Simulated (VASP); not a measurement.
# YSi2Se2 (I4/mmm) in VASP: single point with PBE

Aim: the single point of YSi2Se2 with PBE.

Program: VASP 6.6.1. These are calculated values, not measurements. Logs are shortened: lines on timing, memory, paths and dates and some standing lists are left out, and cuts for length are marked.

## 1. The cell of the first run

Symmetry: I4/mmm, No. 139, tetragonal system. Conventional cell: a = 4.467 Å, b = 4.467 Å, c = 10.536 Å, α = 90.00°, β = 90.00°, γ = 90.00°. Y (site symmetry 4/mmm) has 10 Si at 3.42 to 3.95 Å and 8 Se at 3.45 Å and 4 Y at 4.47 Å within 4.5 Å. Si (site symmetry 4mm) has 4 Se at 2.59 Å and 1 Si at 2.63 Å and 4 Y at 3.42 Å within 3.5 Å. Within 3.5 Å of Se (site symmetry -4m2) lie 4 Si at 2.59 Å and 4 Se at 3.16 Å and 4 Y at 3.45 Å.

## 2. Single point, PBE

The input, POSCAR:

```
YSi2Se2
1.0
    0.0000000000      4.4668150000      0.0000000000
    4.4668150000      0.0000000000      0.0000000000
    2.2334070000      2.2334070000     -5.2678700000
Y Si Se
1 2 2
Direct
    0.0000000000      0.0000000000      0.0000000000
    0.3750000000      0.3750000000      0.2500000000
    0.6250000000      0.6250000000      0.7500000000
    0.7500000000      0.2500000000      0.5000000000
    0.2500000000      0.7500000000      0.5000000000
```

The input, INCAR.step1:

```
ALGO = Normal
EDIFF = 1E-6
ENCUT = 520
GGA = PE
ISIF = 2
ISMEAR = -1
LASPH = T
LCHARG = T
LMAXMIX = 4
LREAL = F
LWAVE = F
NBANDS = 24
NELM = 60
PREC = Accurate
SIGMA = 0.1
```

The input, KPOINTS.step1:

```
k-points
0
Gamma
  8 8 8
```

The input, INCAR.step2:

```
ALGO = Normal
EDIFF = 1E-6
ENCUT = 520
GGA = PE
ICHARG = 11
ISIF = 2
ISMEAR = -5
LASPH = T
LCHARG = F
LMAXMIX = 4
LORBIT = 11
LREAL = F
LWAVE = F
NEDOS = 1001
NELM = 60
PREC = Accurate
SIGMA = 0.1
```

The input, KPOINTS.step2:

```
k-points
0
Gamma
  12 12 12
```

Potentials or basis: VASP PAW PBE potentials, release 64 (Y_sv, Si, Se).

Launch:

```bash
> cat potpaw_PBE.64/Y_sv/POTCAR potpaw_PBE.64/Si/POTCAR potpaw_PBE.64/Se/POTCAR > POTCAR
> cp INCAR.step1 INCAR
> cp KPOINTS.step1 KPOINTS
> mpirun -np 1 vasp_std > vasp.out
> cp INCAR.step2 INCAR
> cp KPOINTS.step2 KPOINTS
> mpirun -np 1 vasp_std > vasp.out
```

OUTCAR:

```text
EDIFF = 1E-6
   ENCUT = 520
   GGA = PE
   ICHARG = 11
   ISIF = 2
   ISMEAR = -5
   LASPH = T
   LORBIT = 11
   LREAL = F
   NELM = 60
   PREC = Accurate

 ion  position               nearest neighbor table
   1  0.000  0.000  0.000-   2 3.42   3 3.42   3 3.42   3 3.42   2 3.42   2 3.42   3 3.42   2 3.42
                             5 3.45   4 3.45   5 3.45   4 3.45   4 3.45   5 3.45   5 3.45   4 3.45
   2  0.375  0.375  0.250-   4 2.59   5 2.59   5 2.59   4 2.59   3 2.63   1 3.42   1 3.42   1 3.42
                             1 3.42
   3  0.625  0.625  0.750-   4 2.59   5 2.59   5 2.59   4 2.59   2 2.63   1 3.42   1 3.42   1 3.42
                             1 3.42
   4  0.750  0.250  0.500-   2 2.59   3 2.59   2 2.59   3 2.59   1 3.45   1 3.45   1 3.45   1 3.45

   5  0.250  0.750  0.500-   2 2.59   3 2.59   2 2.59   3 2.59   1 3.45   1 3.45   1 3.45   1 3.45

  LATTYP: Found a body centered tetragonal cell.
 ALAT       =     4.4668150000
 C/A-ratio  =     2.3586694322

  Lattice vectors:

 A1 = (  -2.2334070000,   2.2334080000,   5.2678700000)
 A2 = (   2.2334080000,  -2.2334070000,   5.2678700000)
 A3 = (   2.2334070000,   2.2334070000,  -5.2678700000)

Analysis of symmetry for initial positions (statically):
=====================================================================
 Subroutine PRICEL returns:
 Original cell was already a primitive cell.

 Routine SETGRP: Setting up the symmetry group for a
 body centered tetragonal supercell.

 Subroutine GETGRP returns: Found 16 space group operations
 (whereof 16 operations were pure point group operations)
 out of a pool of 16 trial point group operations.

The static configuration has the point symmetry D_4h.

Analysis of symmetry for dynamics (positions and initial velocities):
=====================================================================
 Subroutine PRICEL returns:
 Original cell was already a primitive cell.

 Routine SETGRP: Setting up the symmetry group for a
 body centered tetragonal supercell.

 Subroutine GETGRP returns: Found 16 space group operations
 (whereof 16 operations were pure point group operations)
 out of a pool of 16 trial point group operations.

The dynamic configuration has the point symmetry D_4h.

 Subroutine INISYM returns: Found 16 space group operations
 (whereof 16 operations are pure point group operations),
 and found     1 'primitive' translations

----------------------------------------------------------------------------------------

                                     Primitive cell

  volume of cell :     105.1068

  direct lattice vectors                    reciprocal lattice vectors
     0.000000000  4.466815000  0.000000000     0.000000000  0.223873162  0.094915001
     4.466815000  0.000000000  0.000000000     0.223873162  0.000000000  0.094915001
     2.233407000  2.233407000 -5.267870000     0.000000000  0.000000000 -0.189830045

  length of vectors
     4.466815000  4.466815000  6.142203838     0.243162601  0.243162601  0.189830045

  position of ions in fractional coordinates (direct lattice)
     0.000000000  0.000000000  0.000000000
     0.375000000  0.375000000  0.250000000
     0.625000000  0.625000000  0.750000000
     0.750000000  0.250000000  0.500000000
     0.250000000  0.750000000  0.500000000

  ion indices of the primitive-cell ions
   primitive index   ion index
                 1           1
                 2           2
                 3           3
                 4           4
                 5           5

----------------------------------------------------------------------------------------

 KPOINTS: k-points

Automatic generation of k-mesh.
 Grid dimensions read from file:
 generate k-points for:   12   12   12

 Generating k-lattice:

  Cartesian coordinates                     Fractional coordinates (reciprocal lattice)
     0.000000000  0.018656097  0.007909583     0.083333333  0.000000000  0.000000000
     0.018656097  0.000000000  0.007909583     0.000000000  0.083333333  0.000000000
     0.000000000  0.000000000 -0.015819170     0.000000000  0.000000000  0.083333333

  Length of vectors
     0.020263550  0.020263550  0.015819170

  Shift w.r.t. Gamma in fractional coordinates (k-lattice)
     0.000000000  0.000000000  0.000000000

 TETIRR: Found   4878 inequivalent tetrahedra from    10368

 Subroutine IBZKPT returns following result:
 ===========================================

 Found    163 irreducible k-points:

 Following reciprocal coordinates:
            Coordinates               Weight
  0.000000  0.000000  0.000000      1.000000
  0.083333  0.000000  0.000000      8.000000
  0.166667  0.000000 -0.000000      8.000000
  0.250000  0.000000  0.000000      8.000000
  0.333333  0.000000  0.000000      8.000000
  0.416667  0.000000  0.000000      8.000000
[... 16 lines left out ...]
  0.500000  0.166667  0.000000     16.000000
 -0.416667  0.166667 -0.000000     16.000000
 [... further k-points ...]
   k-points           NKPTS =    163   k-points in BZ     NKDIM =    163   number of bands    NBANDS=     19
   number of dos      NEDOS =   1001   number of ions     NIONS =      5
   total plane-waves  NPLWV =  62208
   dimension x,y,z NGX =    36 NGY =   36 NGZ =   48
   dimension x,y,z NGXF=    72 NGYF=   72 NGZF=   96
   ions per type =               1   2   2
   NGX,Y,Z   is equivalent  to a cutoff of  13.40, 13.40, 12.99 a.u.
   NGXF,Y,Z  is equivalent  to a cutoff of  26.80, 26.80, 25.98 a.u.
 SYSTEM =  unknown system
   PREC   = accura    normal or accurate (medium, high low for compatibility)
   ISTART =      0    job   : 0-new  1-cont  2-samecut
   ICHARG =     11    charge: 1-file 2-atom 10-const
   ISPIN  =      1    spin polarized calculation?
   LNONCOLLINEAR =      F non collinear calculations
   LSORBIT =      F    spin-orbit coupling
   LASPH  =      T    aspherical Exc in radial PAW
   ENCUT  =  520.0 eV  38.22 Ry    6.18 a.u.   8.31  8.31 11.42*2*pi/ulx,y,z
   NELM   =     60;   NELMIN=  2; NELMDL=  0     # of ELM steps
   EDIFF  = 0.1E-05   stopping-criterion for ELM
   LREAL  =      F    real-space projection
   EDIFFG = 0.1E-04   stopping-criterion for IOM
   NSW    =      0    number of steps for IOM
   IBRION =     -1    ionic relax: 0-MD 1-quasi-New 2-CG
   NFREE  =      0    steps in history (QN), initial steepest desc. (CG)
   ISIF   =      2    stress and relaxation
   ISYM   =      2    0-nonsym 1-usesym 2-fastsym
   POTIM  = 0.5000    time-step for ionic-motion
   TEBEG  =    0.0;   TEEND  =   0.0 temperature during run
   PSTRESS=    0.0 pullay stress
   NELECT =      31.0000    total number of electrons
   NUPDOWN=      -1.0000    fix difference up-down
   EMIN   =  10.00;   EMAX   =-10.00  energy-range for DOS
   EFERMI =   0.00;   METHOD = LEGACY
   ISMEAR =    -5;   SIGMA  =   0.10  broadening in eV -4-tet -1-fermi 0-gaus
   EFERMI_NEDOS =   21; number of points for ismear=-14 and -15
   IALGO  =     38    algorithm
   IMIX   =      4    mixing-type and parameters
     AMIX     =   0.40;   BMIX     =  1.00
     AMIX_MAG =   1.60;   BMIX_MAG =  1.00
  volume/ion in A,a.u.               =      21.02       141.86
  Fermi-wavevector in a.u.,A,eV,Ry     =   1.089729  2.059289 16.157037  1.187509
  Thomas-Fermi vector in A             =   2.225938
   LORBIT       =     11    0 simple, 1 ext, 2 COOP (PROOUT), +10 PAW based schemes
   GGA     = PE    functional components
   LHFCALC =     F    Hartree Fock is set to
   AEXX    =    0.0000 exact exchange contribution
   IVDW    =     0    specifies the selected vdW correction
   LEPSILON=     F    determine dielectric tensor
   LRPA    =     F    only Hartree local field effects (RPA)
 non-spin polarized calculation
 Fermi weights with tetrahedron method with Bloechl corrections
  energy-cutoff  :      520.00
  volume of cell :      105.11
 maximum number of plane-waves:      2859
 NGX is ok and might be reduce to    36

 number of electron      31.0000001 magnetization

 Free energy of the ion-electron system (eV)
  ---------------------------------------------------
  ext. energy  EPLUGINS =         0.00000000
  ---------------------------------------------------
  free energy    TOTEN  =       -23.91544625 eV

  energy without entropy =      -23.91544625  energy(sigma->0) =      -23.91544625

 E-fermi :   6.3369     XC(G=0): -10.2112

 val. band max:        6.3448742144   @ k =  -0.0833   0.4167   0.1667
 cond. band min:       6.2323863221   @ k =   0.4167   0.4167   0.0833
 fundamental gap:     -0.1124878923
 Fermi energy:         6.3368900203

 k-point     1 :       0.0000    0.0000    0.0000
  band No.  band energies     occupation
      1     -37.5748      2.00000
      2     -17.5616      2.00000
      3     -17.4602      2.00000
      4     -17.4602      2.00000
      5      -9.4883      2.00000
      6      -6.3013      2.00000
[... 11 lines left out ...]
     18       7.5765      0.00000
     19       8.2473      0.00000

 k-point     2 :       0.0833    0.0000    0.0000
  band No.  band energies     occupation
      1     -37.5748      2.00000
      2     -17.5615      2.00000
      3     -17.4626      2.00000
      4     -17.4600      2.00000
      5      -9.4449      2.00000
      6      -6.3725      2.00000
[... 11 lines left out ...]
     18       7.7036      0.00000
     19       8.2875      0.00000

 k-point     3 :       0.1667    0.0000   -0.0000
  band No.  band energies     occupation
      1     -37.5746      2.00000
      2     -17.5613      2.00000
      3     -17.4690      2.00000
      4     -17.4595      2.00000
      5      -9.3165      2.00000
      6      -6.5776      2.00000
[... 11 lines left out ...]
     18       7.7367      0.00000
     19       7.9852      0.00000

 k-point     4 :       0.2500    0.0000    0.0000
  band No.  band energies     occupation
      1     -37.5743      2.00000
      2     -17.5609      2.00000
      3     -17.4776      2.00000
      4     -17.4587      2.00000
      5      -9.1083      2.00000
      6      -6.8909      2.00000
[... 11 lines left out ...]
     18       8.0268      0.00000
     19       8.1585      0.00000

 k-point     5 :       0.3333    0.0000    0.0000
  band No.  band energies     occupation
      1     -37.5741      2.00000
      2     -17.5606      2.00000
      3     -17.4863      2.00000
      4     -17.4580      2.00000
      5      -8.8285      2.00000
      6      -7.2747      2.00000
[... 11 lines left out ...]
     18       8.1712      0.00000
     19       8.3144      0.00000
[... 334 lines left out ...]
      2     -17.5603      2.00000
      3     -17.4851      2.00000
      4     -17.4663      2.00000
      5      -8.6716      2.00000
      6      -7.2992      2.00000
[... 11 lines left out ...]
     18       7.6238      0.00000
     19       7.9901      0.00000

 k-point    22 :       0.4167    0.1667    0.0000
  band No.  band energies     occupation
      1     -37.5736      2.00000
      2     -17.5595      2.00000
      3     -17.4913      2.00000
      4     -17.4656      2.00000
      5      -8.3562      2.00000
      6      -7.6558      2.00000
[... 11 lines left out ...]
     18       7.9299      0.00000
     19       8.2031      0.00000

 k-point    23 :       0.5000    0.1667    0.0000
  band No.  band energies     occupation
      1     -37.5736      2.00000
      2     -17.5589      2.00000
      3     -17.4936      2.00000
      4     -17.4654      2.00000
      5      -8.0310      2.00000
      6      -8.0041      2.00000
[... 11 lines left out ...]
     18       8.0941      0.00000
     19       8.3147      0.00000

 k-point    24 :      -0.4167    0.1667   -0.0000
  band No.  band energies     occupation
      1     -37.5736      2.00000
      2     -17.5586      2.00000
      3     -17.4913      2.00000
      4     -17.4656      2.00000
      5      -8.3883      2.00000
      6      -7.6423      2.00000
[... 11 lines left out ...]
     18       7.8450      0.00000
     19       8.3420      0.00000

 [... further k-points ...]

------------------------ aborting loop because EDIFF is reached ----------------------------------------

  FORCE on cell =-STRESS in cart. coord.  units (eV):
  Direction    XX          YY          ZZ          XY          YZ          ZX
  --------------------------------------------------------------------------------------
  -------------------------------------------------------------------------------------
  Total        3.4239192      3.4239192     -5.1666586     -0.0000000     -0.0000005     -0.0000005
  in kB       52.1919004     52.1919004    -78.7570374     -0.0000000     -0.0000075     -0.0000075
  external PRESSURE =       8.5422545 kB  Pullay stress =       0.0000000 kB

 VOLUME and BASIS-vectors are now :
 -----------------------------------------------------------------------------
  energy-cutoff  :      520.00
  volume of cell :      105.11
      direct lattice vectors                 reciprocal lattice vectors
     0.000000000  4.466815000  0.000000000     0.000000000  0.223873162  0.094915001
     4.466815000  0.000000000  0.000000000     0.223873162  0.000000000  0.094915001
     2.233407000  2.233407000 -5.267870000     0.000000000  0.000000000 -0.189830045

 POSITION                                       TOTAL-FORCE (eV/Angst)
 -----------------------------------------------------------------------------------
      0.00000      0.00000      0.00000         0.000000     -0.000000      0.000000
      2.23341      2.23341     -1.31697         0.000000      0.000000      1.011603
      4.46681      4.46681     -3.95090        -0.000000     -0.000000     -1.011603
      2.23341      4.46681     -2.63394        -0.000000     -0.000000      0.000000
      4.46681      2.23341     -2.63394        -0.000000      0.000000      0.000000
 -----------------------------------------------------------------------------------
    total drift:                               -0.000000      0.000000      0.000000

  FREE ENERGIE OF THE ION-ELECTRON SYSTEM (eV)
  ---------------------------------------------------
  free  energy   TOTEN  =       -23.9154462466 eV

  energy  without entropy=      -23.9154462466  energy(sigma->0) =      -23.91544625

 total charge

# of ion       s       p       d       f       tot
--------------------------------------------------
    1        2.163   6.120   0.818   0.022   9.122
    2        0.858   0.669   0.000   0.000   1.527
    3        0.858   0.669   0.000   0.000   1.527
    4        1.502   2.257   0.083   0.000   3.842
    5        1.502   2.257   0.083   0.000   3.842
--------------------------------------------------
tot          6.884  11.971   0.984   0.022  19.861
```

Run time: 5.3 min. Hardware: 1 thread of AMD EPYC 7R13 (Zen 3), shared host; peak memory 0.49 GiB.

What came out:

```yaml
Valence_electrons_inside_the_program's_atomic_spheres: Y 9.12; Si 1.53; Se 3.84
```

Levels at points of the mesh, in eV from the Fermi level:
| k point | band 11 | band 12 | band 13 | band 14 | band 15 | band 16 | band 17 | band 18 | band 19 |
| --- | --- | --- | --- | --- | --- | --- | --- | --- | --- |
| (0.00, 0.00, 0.00) | -3.62 | -2.62 | -2.62 | -2.19 | -0.52 | 0.29 | 0.29 | 1.24 | 1.91 |
| (0.50, 0.00, 0.00) | -4.75 | -4.69 | -3.63 | -1.71 | -0.77 | 0.54 | 1.81 | 1.88 | 1.93 |
| (0.50, 0.50, 0.00) | -5.20 | -2.03 | -1.01 | -0.24 | -0.15 | 0.13 | 0.55 | 2.21 | 2.31 |
| (0.00, 0.00, 0.50) | -3.19 | -2.80 | -2.69 | -2.16 | -2.16 | -0.17 | -0.17 | 0.13 | 1.46 |

Caveat: tetrahedron occupations give inexact forces and stress in metals.
